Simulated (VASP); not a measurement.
# MgO (Pm) in VASP: further runs

The runs below take MgO through single point, with PBE.

All numbers are computed with VASP 6.6.1; they aren't measurements. Logs are shortened: lines on timing, memory, paths and dates and some standing lists are left out, and cuts for length are marked.

## (1) The cell of the first run

The structure is monoclinic, space group Pm (No. 6). The conventional cell has a = 2.938 Å, b = 2.680 Å, c = 2.938 Å, α = 90.00°, β = 120.00°, γ = 90.00°. Within 2.2 Å of Mg (site symmetry m) lie 2 O at 1.62 Å. O (site symmetry m) has 2 Mg at 1.62 Å within 2.2 Å.

## (2) Single point, PBE (atom 1 (Mg) moved by (-0.600, -0.600) A along x and y)

Contents of INCAR:

```
PREC = Accurate ; ENCUT = 520
EDIFF = 1E-6 ; ISMEAR = 0
SIGMA = 0.05 ; LREAL = F
LASPH = T ; NELM = 80
ALGO = Normal ; ISIF = 2
LWAVE = F ; LCHARG = F
GGA = PE ; NBANDS = 11
```

Contents of KPOINTS:

```
regular mesh
0
Gamma
  9 9 8
```

Contents of POSCAR:

```
MgO
1.0
    2.9380209034      0.0000000000      0.0000000000
   -1.4690104517      2.5444007392      0.0000000000
    0.0000000000      0.0000000000      2.6796800000
Mg O
1 1
Direct
   -0.3221250606     -0.2358119107      0.0000000000
    0.3333333333      0.6666666667      0.5000000000
```

Potentials or basis: VASP PAW PBE potentials, release 64 (Mg, O).

Launch:

```bash
cat potpaw_PBE.64/Mg/POTCAR potpaw_PBE.64/O/POTCAR > POTCAR
mpirun -np 1 vasp_std > vasp.out
```

OUTCAR:

```text
PREC = Accurate
   ENCUT = 520
   EDIFF = 1E-6
   ISMEAR = 0
   LREAL = F
   LASPH = T
   NELM = 80
   ISIF = 2
   GGA = PE

 ion  position               nearest neighbor table
   1  0.678  0.764  0.000-   2 1.62   2 1.62   2 2.48   2 2.48   2 2.73   2 2.73
   2  0.333  0.667  0.500-   1 1.62   1 1.62   1 2.48   1 2.48   1 2.73   1 2.73

  LATTYP: Found a hexagonal cell.
 ALAT       =     2.9380209034
 C/A-ratio  =     0.9120697531

  Lattice vectors:

 A1 = (   2.9380209034,   0.0000000000,   0.0000000000)
 A2 = (  -1.4690104517,   2.5444007392,   0.0000000000)
 A3 = (   0.0000000000,   0.0000000000,   2.6796800000)

Analysis of symmetry for initial positions (statically):
=====================================================================
 Subroutine PRICEL returns:
 Original cell was already a primitive cell.

 Routine SETGRP: Setting up the symmetry group for a
 hexagonal supercell.

 Subroutine GETGRP returns: Found  2 space group operations
 (whereof  2 operations were pure point group operations)
 out of a pool of 24 trial point group operations.

The static configuration has the point symmetry C_1h.

Analysis of symmetry for dynamics (positions and initial velocities):
=====================================================================
 Subroutine PRICEL returns:
 Original cell was already a primitive cell.

 Routine SETGRP: Setting up the symmetry group for a
 hexagonal supercell.

 Subroutine GETGRP returns: Found  2 space group operations
 (whereof  2 operations were pure point group operations)
 out of a pool of 24 trial point group operations.

The dynamic configuration has the point symmetry C_1h.

 Subroutine INISYM returns: Found  2 space group operations
 (whereof  2 operations are pure point group operations),
 and found     1 'primitive' translations

----------------------------------------------------------------------------------------

                                     Primitive cell

  volume of cell :      20.0320

  direct lattice vectors                    reciprocal lattice vectors
     2.938020903  0.000000000  0.000000000     0.340365175  0.196509926  0.000000000
    -1.469010452  2.544400739  0.000000000     0.000000000  0.393019851  0.000000000
     0.000000000  0.000000000  2.679680000     0.000000000  0.000000000  0.373178887

  length of vectors
     2.938020903  2.938020903  2.679680000     0.393019851  0.393019851  0.373178887

  position of ions in fractional coordinates (direct lattice)
     0.677874939  0.764188089  0.000000000
     0.333333333  0.666666667  0.500000000

  ion indices of the primitive-cell ions
   primitive index   ion index
                 1           1
                 2           2

----------------------------------------------------------------------------------------

 KPOINTS: regular mesh

Automatic generation of k-mesh.
 Grid dimensions read from file:
 generate k-points for:    9    9    8

 Generating k-lattice:

  Cartesian coordinates                     Fractional coordinates (reciprocal lattice)
     0.037818353  0.021834436  0.000000000     0.111111111 -0.000000000  0.000000000
     0.000000000  0.043668872  0.000000000     0.000000000  0.111111111  0.000000000
     0.000000000  0.000000000  0.046647361     0.000000000  0.000000000  0.125000000

  Length of vectors
     0.043668872  0.043668872  0.046647361

  Shift w.r.t. Gamma in fractional coordinates (k-lattice)
     0.000000000  0.000000000  0.000000000

 Subroutine IBZKPT returns following result:
 ===========================================

 Found    205 irreducible k-points:

 Following reciprocal coordinates:
            Coordinates               Weight
  0.000000  0.000000  0.000000      1.000000
  0.111111 -0.000000  0.000000      2.000000
  0.000000  0.111111  0.000000      2.000000
 -0.111111  0.111111  0.000000      2.000000
  0.222222 -0.000000  0.000000      2.000000
  0.000000  0.222222  0.000000      2.000000
[... 16 lines left out ...]
  0.333333  0.111111  0.000000      2.000000
 -0.111111  0.444444  0.000000      2.000000
 [... further k-points ...]
   k-points           NKPTS =    205   k-points in BZ     NKDIM =    205   number of bands    NBANDS=     11
   number of dos      NEDOS =    301   number of ions     NIONS =      2
   total plane-waves  NPLWV =  11520
   dimension x,y,z NGX =    24 NGY =   24 NGZ =   20
   dimension x,y,z NGXF=    48 NGYF=   48 NGZF=   40
   ions per type =               1   1
   NGX,Y,Z   is equivalent  to a cutoff of  13.58, 13.58, 12.41 a.u.
   NGXF,Y,Z  is equivalent  to a cutoff of  27.16, 27.16, 24.82 a.u.
 SYSTEM =  unknown system
   PREC   = accura    normal or accurate (medium, high low for compatibility)
   ISTART =      0    job   : 0-new  1-cont  2-samecut
   ICHARG =      2    charge: 1-file 2-atom 10-const
   ISPIN  =      1    spin polarized calculation?
   LNONCOLLINEAR =      F non collinear calculations
   LSORBIT =      F    spin-orbit coupling
   LASPH  =      T    aspherical Exc in radial PAW
   ENCUT  =  520.0 eV  38.22 Ry    6.18 a.u.   5.46  5.46  4.98*2*pi/ulx,y,z
   NELM   =     80;   NELMIN=  2; NELMDL= -5     # of ELM steps
   EDIFF  = 0.1E-05   stopping-criterion for ELM
   LREAL  =      F    real-space projection
   EDIFFG = 0.1E-04   stopping-criterion for IOM
   NSW    =      0    number of steps for IOM
   IBRION =     -1    ionic relax: 0-MD 1-quasi-New 2-CG
   NFREE  =      0    steps in history (QN), initial steepest desc. (CG)
   ISIF   =      2    stress and relaxation
   ISYM   =      2    0-nonsym 1-usesym 2-fastsym
   POTIM  = 0.5000    time-step for ionic-motion
   TEBEG  =    0.0;   TEEND  =   0.0 temperature during run
   PSTRESS=    0.0 pullay stress
   NELECT =       8.0000    total number of electrons
   NUPDOWN=      -1.0000    fix difference up-down
   EMIN   =  10.00;   EMAX   =-10.00  energy-range for DOS
   EFERMI =   0.00;   METHOD = LEGACY
   ISMEAR =     0;   SIGMA  =   0.05  broadening in eV -4-tet -1-fermi 0-gaus
   EFERMI_NEDOS =   21; number of points for ismear=-14 and -15
   IALGO  =     38    algorithm
   IMIX   =      4    mixing-type and parameters
     AMIX     =   0.40;   BMIX     =  1.00
     AMIX_MAG =   1.60;   BMIX_MAG =  1.00
  volume/ion in A,a.u.               =      10.02        67.59
  Fermi-wavevector in a.u.,A,eV,Ry     =   1.205583  2.278221 19.775115  1.453430
  Thomas-Fermi vector in A             =   2.341275
   LORBIT       =      0    0 simple, 1 ext, 2 COOP (PROOUT), +10 PAW based schemes
   GGA     = PE    functional components
   LHFCALC =     F    Hartree Fock is set to
   AEXX    =    0.0000 exact exchange contribution
   IVDW    =     0    specifies the selected vdW correction
   LEPSILON=     F    determine dielectric tensor
   LRPA    =     F    only Hartree local field effects (RPA)
 non-spin polarized calculation
 Gauss-broadening in eV      SIGMA  =   0.05
  energy-cutoff  :      520.00
  volume of cell :       20.03
 maximum number of plane-waves:       562
 NGX is ok and might be reduce to    24
   NGX = 11   NGY = 11   NGZ =  9

 number of electron       7.9999996 magnetization

 Free energy of the ion-electron system (eV)
  ---------------------------------------------------
  ext. energy  EPLUGINS =         0.00000000
  ---------------------------------------------------
  free energy    TOTEN  =        -8.51868039 eV

  energy without entropy =       -8.51868039  energy(sigma->0) =       -8.51868039

 E-fermi :   3.3571     XC(G=0): -10.5155

 val. band max:        3.1256192324   @ k =   0.0000   0.0000   0.5000
 cond. band min:       5.6434507347   @ k =   0.0000   0.0000   0.0000
 fundamental gap:      2.5178315023
 Fermi energy:         3.3570543364

 k-point     1 :       0.0000    0.0000    0.0000
  band No.  band energies     occupation
      1     -14.4354      2.00000
      2       1.9655      2.00000
      3       2.0423      2.00000
      4       2.6850      2.00000
      5       5.6435      0.00000
      6      16.6483      0.00000
      7      19.1156      0.00000
      8      19.3358      0.00000
      9      20.8929      0.00000
     10      23.1108      0.00000
     11      26.6524      0.00000

 k-point     2 :       0.1111   -0.0000    0.0000
  band No.  band energies     occupation
      1     -14.3341      2.00000
      2       1.3398      2.00000
      3       2.0593      2.00000
      4       2.5575      2.00000
      5       6.2769      0.00000
      6      16.0747      0.00000
      7      17.8724      0.00000
      8      19.5588      0.00000
      9      23.0468      0.00000
     10      23.6943      0.00000
     11      26.9001      0.00000

 k-point     3 :       0.0000    0.1111    0.0000
  band No.  band energies     occupation
      1     -14.3400      2.00000
      2       1.5797      2.00000
      3       2.0802      2.00000
      4       2.1884      2.00000
      5       6.4985      0.00000
      6      15.9548      0.00000
      7      17.7825      0.00000
      8      20.4889      0.00000
      9      22.2550      0.00000
     10      22.8451      0.00000
     11      26.8047      0.00000

 k-point     4 :      -0.1111    0.1111    0.0000
  band No.  band energies     occupation
      1     -14.3357      2.00000
      2       1.4115      2.00000
      3       2.0664      2.00000
      4       2.4216      2.00000
      5       6.3793      0.00000
      6      16.4186      0.00000
      7      17.0535      0.00000
      8      20.5490      0.00000
      9      22.8877      0.00000
     10      22.9279      0.00000
     11      26.6071      0.00000
[... 239 lines left out ...]
 k-point    22 :       0.3333   -0.1111    0.0000
  band No.  band energies     occupation
      1     -13.8424      2.00000
      2      -0.5548      2.00000
      3       1.9435      2.00000
      4       2.1309      2.00000
      5       8.3431      0.00000
      6      13.1797      0.00000
      7      18.5821      0.00000
      8      21.5605      0.00000
      9      22.9173      0.00000
     10      26.4473      0.00000
     11      28.2006      0.00000

 k-point    23 :       0.3333    0.1111    0.0000
  band No.  band energies     occupation
      1     -13.5656      2.00000
      2      -1.3030      2.00000
      3       1.5362      2.00000
      4       2.2073      2.00000
      5       9.3895      0.00000
      6      12.5188      0.00000
      7      18.9786      0.00000
      8      21.2129      0.00000
      9      22.6827      0.00000
     10      26.9184      0.00000
     11      27.3047      0.00000

 k-point    24 :      -0.1111    0.4444    0.0000
  band No.  band energies     occupation
      1     -13.6093      2.00000
      2      -1.0822      2.00000
      3       1.1443      2.00000
      4       2.3408      2.00000
      5      10.4843      0.00000
      6      12.4454      0.00000
      7      17.6476      0.00000
      8      21.1532      0.00000
      9      21.4123      0.00000
     10      26.3708      0.00000
     11      27.1820      0.00000

 [... further k-points ...]

------------------------ aborting loop because EDIFF is reached ----------------------------------------

  FORCE on cell =-STRESS in cart. coord.  units (eV):
  Direction    XX          YY          ZZ          XY          YZ          ZX
  --------------------------------------------------------------------------------------
  -------------------------------------------------------------------------------------
  Total        6.9872642      2.1906848     16.7784337      1.6926113      0.0000000      0.0000000
  in kB      558.8489197    175.2133288   1341.9572151    135.3768758      0.0000000      0.0000000
  external PRESSURE =     692.0064879 kB  Pullay stress =       0.0000000 kB

 VOLUME and BASIS-vectors are now :
 -----------------------------------------------------------------------------
  energy-cutoff  :      520.00
  volume of cell :       20.03
      direct lattice vectors                 reciprocal lattice vectors
     2.938020903  0.000000000  0.000000000     0.340365175  0.196509926  0.000000000
    -1.469010452  2.544400739  0.000000000     0.000000000  0.393019851  0.000000000
     0.000000000  0.000000000  2.679680000     0.000000000  0.000000000  0.373178887

 POSITION                                       TOTAL-FORCE (eV/Angst)
 -----------------------------------------------------------------------------------
      0.86901      1.94440      0.00000         9.136045      2.603534      0.000000
     -0.00000      1.69627      1.33984        -9.136045     -2.603534      0.000000
 -----------------------------------------------------------------------------------
    total drift:                                0.000114      0.000032      0.000000

  FREE ENERGIE OF THE ION-ELECTRON SYSTEM (eV)
  ---------------------------------------------------
  free  energy   TOTEN  =        -8.5186803882 eV

  energy  without entropy=       -8.5186803882  energy(sigma->0) =       -8.51868039
```

It took 22 s on 1 thread of Intel Xeon Platinum 8124M at 3.00GHz (Skylake/Cascade Lake), shared host; peak memory 0.17 GiB.

What came out:

```yaml
Free_energy: -8.5187 eV
Pressure: 69.2 GPa
Largest_force: 9.500 eV/Å
Band_gap_on_the_k_mesh: 2.52 eV, indirect (least direct gap 2.96 eV)
```

Forces in eV/Å, atoms in the order of the input:
```
Mg   9.136  2.604  0.000
O   -9.136 -2.604  0.000
```

Stress tensor (GPa, compression positive):
```
 55.88  13.54   0.00
 13.54  17.52   0.00
  0.00   0.00 134.20
```

Caveat: the cell differs from its parent crystal (atom 1 (Mg) moved by (-0.600, -0.600) A along x and y); forces of over 1 eV/Å act on the atoms, so gaps and moduli don't describe the material at rest.

(Part 1 of 2 ends here.)
